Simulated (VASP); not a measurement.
# KAlPb3 (P6_3/mmc) in VASP: a series of runs, part 2 of 2

VASP 6.6.1. Earlier steps stand in the parts before.

## 3. Single point, PBE

This run uses another cell than the first one, of 32.76 Å³/atom.

Contents of INCAR:

```
ALGO = Normal
EDIFF = 1E-6
ENCUT = 500
GGA = PE
GGA_COMPAT = F
ISIF = 2
ISMEAR = 0
LASPH = T
LCHARG = F
LREAL = F
LWAVE = F
NBANDS = 65
NELM = 120
PREC = Accurate
SIGMA = 0.1
```

Contents of KPOINTS:

```
k-points
0
Gamma
  6 6 8
```

Contents of POSCAR:

```
KAlPb3
1.0
    7.8386834123      0.0000000000      0.0000000000
   -3.9193417061      6.7884989672      0.0000000000
    0.0000000000      0.0000000000      6.1558608479
K Al Pb
2 2 6
Direct
    0.3333333333      0.6666666667      0.7500000000
    0.6666666667      0.3333333333      0.2500000000
    0.0000000000      0.0000000000      0.5000000000
    0.0000000000      0.0000000000      0.0000000000
    0.1847401982      0.3694803964      0.2500000000
    0.8152598018      0.1847401982      0.7500000000
    0.8152598018      0.6305196036      0.7500000000
    0.1847401982      0.8152598018      0.2500000000
    0.6305196036      0.8152598018      0.2500000000
    0.3694803964      0.1847401982      0.7500000000
```

Potentials or basis: VASP PAW PBE potentials, release 64 (K_sv, Al, Pb_d).

Run with:

```sh
cat potpaw_PBE.64/K_sv/POTCAR potpaw_PBE.64/Al/POTCAR potpaw_PBE.64/Pb_d/POTCAR > POTCAR
mpirun -np 1 vasp_std > vasp.out
```

OUTCAR:

```text
EDIFF = 1E-6
   ENCUT = 500
   GGA = PE
   ISIF = 2
   ISMEAR = 0
   LASPH = T
   LREAL = F
   NELM = 120
   PREC = Accurate

 ion  position               nearest neighbor table
   1  0.333  0.667  0.750-   8 3.68   8 3.68   5 3.68   5 3.68   9 3.68   9 3.68  10 3.93   7 3.93
                             6 3.93   6 3.93  10 3.93   7 3.93
   2  0.667  0.333  0.250-   6 3.68   6 3.68   7 3.68   7 3.68  10 3.68  10 3.68   9 3.93   5 3.93
                             8 3.93   8 3.93   9 3.93   5 3.93
   3  0.000  0.000  0.500-   5 2.94   7 2.94   6 2.94   8 2.94   9 2.94  10 2.94   4 3.08   4 3.08

   4  0.000  0.000  0.000-   5 2.94   7 2.94   6 2.94   8 2.94   9 2.94  10 2.94   3 3.08   3 3.08

   5  0.185  0.369  0.250-   3 2.94   4 2.94   8 3.49   9 3.49   1 3.68   1 3.68   2 3.93   2 3.93
                            10 3.97  10 3.97   6 3.97   6 3.97
   6  0.815  0.185  0.750-   3 2.94   4 2.94   7 3.49  10 3.49   2 3.68   2 3.68   1 3.93   1 3.93
                             9 3.97   9 3.97   5 3.97   5 3.97
   7  0.815  0.631  0.750-   3 2.94   4 2.94   6 3.49  10 3.49   2 3.68   2 3.68   1 3.93   1 3.93
                             9 3.97   9 3.97   8 3.97   8 3.97
   8  0.185  0.815  0.250-   3 2.94   4 2.94   5 3.49   9 3.49   1 3.68   1 3.68   2 3.93   2 3.93
                            10 3.97  10 3.97   7 3.97   7 3.97
   9  0.631  0.815  0.250-   3 2.94   4 2.94   5 3.49   8 3.49   1 3.68   1 3.68   2 3.93   2 3.93
                             6 3.97   6 3.97   7 3.97   7 3.97
  10  0.369  0.185  0.750-   3 2.94   4 2.94   7 3.49   6 3.49   2 3.68   2 3.68   1 3.93   1 3.93
                             8 3.97   8 3.97   5 3.97   5 3.97

  LATTYP: Found a hexagonal cell.
 ALAT       =     7.8386834123
 C/A-ratio  =     0.7853182128

  Lattice vectors:

 A1 = (   7.8386834123,   0.0000000000,   0.0000000000)
 A2 = (  -3.9193417061,   6.7884989672,   0.0000000000)
 A3 = (   0.0000000000,   0.0000000000,   6.1558608479)

Analysis of symmetry for initial positions (statically):
=====================================================================
 Subroutine PRICEL returns:
 Original cell was already a primitive cell.

 Routine SETGRP: Setting up the symmetry group for a
 hexagonal supercell.

 Subroutine GETGRP returns: Found 24 space group operations
 (whereof 12 operations were pure point group operations)
 out of a pool of 24 trial point group operations.

The static configuration has the point symmetry D_3d.
 The point group associated with its full space group is D_6h.

Analysis of symmetry for dynamics (positions and initial velocities):
=====================================================================
 Subroutine PRICEL returns:
 Original cell was already a primitive cell.

 Routine SETGRP: Setting up the symmetry group for a
 hexagonal supercell.

 Subroutine GETGRP returns: Found 24 space group operations
 (whereof 12 operations were pure point group operations)
 out of a pool of 24 trial point group operations.

The dynamic configuration has the point symmetry D_3d.
 The point group associated with its full space group is D_6h.

 Subroutine INISYM returns: Found 24 space group operations
 (whereof 12 operations are pure point group operations),
 and found     1 'primitive' translations

[... 69 lines left out ...]
  0.333333 -0.000000  0.000000      6.000000
  0.500000 -0.000000  0.000000      3.000000
  0.166667  0.166667  0.000000      6.000000
  0.333333  0.166667  0.000000     12.000000
[... 16 lines left out ...]
  0.166667 -0.000000  0.375000     12.000000
  0.333333 -0.000000  0.375000     12.000000
 [... further k-points ...]
   k-points           NKPTS =     35   k-points in BZ     NKDIM =     35   number of bands    NBANDS=     65
   number of dos      NEDOS =    301   number of ions     NIONS =     10
   total plane-waves  NPLWV = 172800
   dimension x,y,z NGX =    60 NGY =   60 NGZ =   48
   dimension x,y,z NGXF=   120 NGYF=  120 NGZF=   96
   ions per type =               2   2   6
   NGX,Y,Z   is equivalent  to a cutoff of  12.73, 12.73, 12.96 a.u.
   NGXF,Y,Z  is equivalent  to a cutoff of  25.45, 25.45, 25.93 a.u.
 SYSTEM =  unknown system
   PREC   = accura    normal or accurate (medium, high low for compatibility)
   ISTART =      0    job   : 0-new  1-cont  2-samecut
   ICHARG =      2    charge: 1-file 2-atom 10-const
   ISPIN  =      1    spin polarized calculation?
   LNONCOLLINEAR =      F non collinear calculations
   LSORBIT =      F    spin-orbit coupling
   LASPH  =      T    aspherical Exc in radial PAW
   ENCUT  =  500.0 eV  36.75 Ry    6.06 a.u.  14.29 14.29 11.22*2*pi/ulx,y,z
   NELM   =    120;   NELMIN=  2; NELMDL= -5     # of ELM steps
   EDIFF  = 0.1E-05   stopping-criterion for ELM
   LREAL  =      F    real-space projection
[... 7 lines left out ...]
   TEBEG  =    0.0;   TEEND  =   0.0 temperature during run
   PSTRESS=    0.0 pullay stress
   NELECT =     108.0000    total number of electrons
   NUPDOWN=      -1.0000    fix difference up-down
   EMIN   =  10.00;   EMAX   =-10.00  energy-range for DOS
   EFERMI =   0.00;   METHOD = LEGACY
   ISMEAR =     0;   SIGMA  =   0.10  broadening in eV -4-tet -1-fermi 0-gaus
   EFERMI_NEDOS =   21; number of points for ismear=-14 and -15
   IALGO  =     38    algorithm
   IMIX   =      4    mixing-type and parameters
     AMIX     =   0.40;   BMIX     =  1.00
     AMIX_MAG =   1.60;   BMIX_MAG =  1.00
  volume/ion in A,a.u.               =      32.76       221.06
  Fermi-wavevector in a.u.,A,eV,Ry     =   1.130961  2.137206 17.402833  1.279072
  Thomas-Fermi vector in A             =   2.267659
   LORBIT       =      0    0 simple, 1 ext, 2 COOP (PROOUT), +10 PAW based schemes
   GGA     = PE    functional components
   LHFCALC =     F    Hartree Fock is set to
   AEXX    =    0.0000 exact exchange contribution
   IVDW    =     0    specifies the selected vdW correction
   LEPSILON=     F    determine dielectric tensor
   LRPA    =     F    only Hartree local field effects (RPA)
 non-spin polarized calculation
 Gauss-broadening in eV      SIGMA  =   0.10
  energy-cutoff  :      500.00
  volume of cell :      327.57
 maximum number of plane-waves:      8381
 NGX is ok and might be reduce to    60
   NGX = 29   NGY = 29   NGZ = 23

 number of electron     108.0000007 magnetization

 Free energy of the ion-electron system (eV)
  ---------------------------------------------------
  ext. energy  EPLUGINS =         0.00000000
  ---------------------------------------------------
  free energy    TOTEN  =       -30.49929562 eV

  energy without entropy =      -30.47590401  energy(sigma->0) =      -30.48759982

 E-fermi :   4.6702     XC(G=0):  -8.9390

 val. band max:        4.6113938882   @ k =   0.1667   0.1667   0.3750
 cond. band min:       4.6890431564   @ k =   0.3333   0.1667   0.5000
 fundamental gap:      0.0776492682
 Fermi energy:         4.6701645402

 k-point     1 :       0.0000    0.0000    0.0000
  band No.  band energies     occupation
      1     -26.4117      2.00000
      2     -26.4112      2.00000
      3     -12.3629      2.00000
      4     -12.3612      2.00000
      5     -12.3329      2.00000
      6     -12.3220      2.00000
[... 1621 lines left out ...]
     64       8.0148      0.00000
     65       8.3810      0.00000

 [... further k-points ...]

------------------------ aborting loop because EDIFF is reached ----------------------------------------

  FORCE on cell =-STRESS in cart. coord.  units (eV):
  Direction    XX          YY          ZZ          XY          YZ          ZX
  --------------------------------------------------------------------------------------
  -------------------------------------------------------------------------------------
  Total       -0.0609940     -0.0609940      0.0360828     -0.0000000     -0.0000000      0.0000000
  in kB       -0.2983264     -0.2983264      0.1764839     -0.0000000     -0.0000000      0.0000000
  external PRESSURE =      -0.1400563 kB  Pullay stress =       0.0000000 kB

 VOLUME and BASIS-vectors are now :
 -----------------------------------------------------------------------------
  energy-cutoff  :      500.00
  volume of cell :      327.57
      direct lattice vectors                 reciprocal lattice vectors
     7.838683412  0.000000000  0.000000000     0.127572444  0.073653985  0.000000000
    -3.919341706  6.788498967  0.000000000     0.000000000  0.147307970  0.000000000
     0.000000000  0.000000000  6.155860848     0.000000000  0.000000000  0.162446817

 POSITION                                       TOTAL-FORCE (eV/Angst)
 -----------------------------------------------------------------------------------
     -0.00000      4.52567      4.61690        -0.000000      0.000000     -0.000000
      3.91934      2.26283      1.53897        -0.000000      0.000000      0.000000
      0.00000      0.00000      3.07793        -0.000000      0.000000      0.000000
      0.00000      0.00000      0.00000        -0.000000      0.000000      0.000000
      0.00000      2.50822      1.53897        -0.000000     -0.004001      0.000000
      5.66650      1.25411      4.61690         0.003465     -0.002001     -0.000000
      3.91934      4.28028      4.61690         0.000000      0.004001     -0.000000
     -1.74716      5.53439      1.53897        -0.003465      0.002001      0.000000
      1.74716      5.53439      1.53897         0.003465      0.002001     -0.000000
      2.17218      1.25411      4.61690        -0.003465     -0.002001      0.000000
 -----------------------------------------------------------------------------------
    total drift:                               -0.000000      0.000000      0.000000

  FREE ENERGIE OF THE ION-ELECTRON SYSTEM (eV)
  ---------------------------------------------------
  free  energy   TOTEN  =       -30.4992956203 eV

  energy  without entropy=      -30.4759040104  energy(sigma->0) =      -30.48759982
```

Run time: 5.7 min. Hardware: 1 thread of Intel Xeon 6975P-C (Granite Rapids), shared host; peak memory 0.76 GiB.

Results:

```yaml
Free_energy: -30.4993 eV
Pressure: 0.0 GPa
Largest_force: 0.004 eV/Å
Band_gap_on_the_k_mesh: zero (bands 54 and 55 overlap by 1.39 eV)
```

Forces on the atoms (eV/Å):
```
K    0.000  0.000  0.000
K    0.000  0.000  0.000
Al   0.000  0.000  0.000
Al   0.000  0.000  0.000
Pb   0.000 -0.004  0.000
Pb   0.003 -0.002  0.000
Pb   0.000  0.004  0.000
Pb  -0.003  0.002  0.000
Pb   0.003  0.002  0.000
Pb  -0.003 -0.002  0.000
```

Caveat: spin-orbit coupling is left out, which moves the levels of the heavy elements.

The gap in the log of VASP goes by the Fermi energy; the results here count the filled bands.